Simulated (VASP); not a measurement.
**BN: single point with r2SCAN**

Crystal: BN.

```
CELL_PARAMETERS angstrom
2.59163 0.00000 0.00000
-1.29582 2.09262 0.00000
0.00000 0.00000 6.66120
ATOMIC_POSITIONS crystal
B 0.33333 0.66667 0.25000
B 0.66667 0.33333 0.75000
N 0.33333 0.66667 0.75000
N 0.66667 0.33333 0.25000
```

This cell differs from its parent crystal: strain +0.0350 x Voigt [1, -1, 0, 0, 0, 0].

```
Program             : VASP 6.6.1
Task                : single point
Functional          : r2SCAN
Potentials or basis : VASP PAW PBE potentials, release 64 (B, N)
Cutoff              : 520 eV
k mesh              : 12 × 12 × 4
Occupations         : gaussian, width 0.05 eV
Spin                : no spin polarisation
```

The pressure is 1.3 GPa and the largest force is 1.008 eV/Å. The band gap on the k mesh is 4.63 eV (least direct gap 5.31 eV).

Forces in eV/Å, atoms in the order of the input:
```
B    0.000 -0.994  0.000
B    0.000  0.994  0.000
N    0.000 -1.008  0.000
N    0.000  1.008  0.000
```

Stress tensor (GPa, compression positive):
```
-25.39   0.00   0.00
  0.00  28.83   0.00
  0.00   0.00   0.56
```

Levels at points of the mesh, in eV from the valence-band top:
| k point | band 5 | band 6 | band 7 | band 8 | band 9 | band 10 | band 11 | band 12 |
| --- | --- | --- | --- | --- | --- | --- | --- | --- |
| (0.00, 0.00, 0.00) | -1.53 | -1.49 | -1.34 | -1.30 | 5.49 | 10.94 | 11.48 | 11.56 |
| (0.50, 0.00, 0.00) | -3.99 | -3.92 | -1.77 | -0.71 | 4.63 | 6.26 | 10.59 | 11.40 |
| (0.00, 0.50, 0.00) | -5.06 | -4.98 | -1.04 | -0.19 | 5.12 | 6.18 | 9.01 | 9.09 |
| (0.00, 0.00, 0.50) | -1.51 | -1.51 | -1.32 | -1.32 | 7.93 | 7.93 | 11.55 | 11.55 |
| (0.50, 0.00, 0.50) | -3.96 | -3.96 | -1.22 | -1.22 | 5.18 | 5.18 | 11.26 | 11.26 |
| (0.00, 0.50, 0.50) | -5.02 | -5.02 | -0.58 | -0.58 | 5.42 | 5.42 | 9.16 | 9.16 |

It took 4.4 min on 1 thread of AMD EPYC 7R43 64-Core Processor (Zen 3) (shared host), peak memory 0.16 GiB.

Caveat: the cell differs from its parent crystal (strain +0.0350 x Voigt [1, -1, 0, 0, 0, 0]); the stress differs along the axes, from -25 to 29 GPa; the PAW data sets were made with another functional, which shifts forces and pressure a little. A k mesh can miss the band edges.
